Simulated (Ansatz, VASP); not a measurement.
# In in VASP and in Ansatz

The input INCAR:

```
SYSTEM = In
PREC = Accurate ; ENCUT = 520
EDIFF = 1E-6 ; ISMEAR = -1
SIGMA = 0.05 ; LREAL = .FALSE.
LASPH = .TRUE. ; NELM = 100
ALGO = Normal ; ISIF = 2
LWAVE = .FALSE. ; LCHARG = .TRUE.
GGA = PS ; LELF = .TRUE.
LVHAR = .TRUE. ; NBANDS = 12
```

Contents of KPOINTS:

```
Automatic mesh
0
G
  14 14 14
  0 0 0
```

The input POSCAR:

```
In
1.0
    3.0122200346      0.0000000000      0.0000000000
    0.0000000000      3.0122200346      0.0000000000
    0.0000000000      0.0000000000      3.0122200346
In
1
Direct
    0.0000000000      0.0000000000      0.0000000000
```

Input for Ansatz:

```yaml
crystal:
  lattice:
    - [3.0122200346, 0.0, 0.0]
    - [0.0, 3.0122200346, 0.0]
    - [0.0, 0.0, 3.0122200346]
  atoms:
    - { symbol: In, position: [0.0, 0.0, 0.0] }
kpoints:
  mp_grid: { grid: [14, 14, 14] }
  band_path:
    path:
      - [0.0, 0.0, 0.0]
      - [0.0, 0.5, 0.0]
      - [0.5, 0.5, 0.0]
      - [0.0, 0.0, 0.0]
      - [0.5, 0.5, 0.5]
      - [0.0, 0.5, 0.0]
      - [0.5, 0.5, 0.5]
      - [0.5, 0.5, 0.0]
    npoints: 14
scf:
  occupations: { method: fermi_dirac, width: 0.05 }
hamiltonian:
  xc: pbesol
  pseudopotentials: { kind: all_electron, lapw: { basis_error: 0.001 } }
output:
  forces: true
  stress: true
  eigenvalues: true
  populations: true
  dos: { projected: true, de: 0.2, e_range: [-14, 8] }
```

Alike in both runs: task single point; functional PBEsol; k mesh 14 × 14 × 14; occupations fermi-dirac, width 0.05 eV; no spin polarisation.

|  | VASP | Ansatz |
| --- | --- | --- |
| version | VASP 6.6.1 | Ansatz 0.2.0 |
| potentials or method | VASP PAW PBE potentials, release 64 (In_d), cutoff 520 eV | all-electron LAPW, scalar-relativistic |

```csv
,VASP,Ansatz,Ansatz less VASP
pressure (GPa),0.0,0.0,+0.05
```

VASP's potentials were made for PBE, not for PBEsol. Ansatz ran all-electron here, and VASP with PAW potentials.
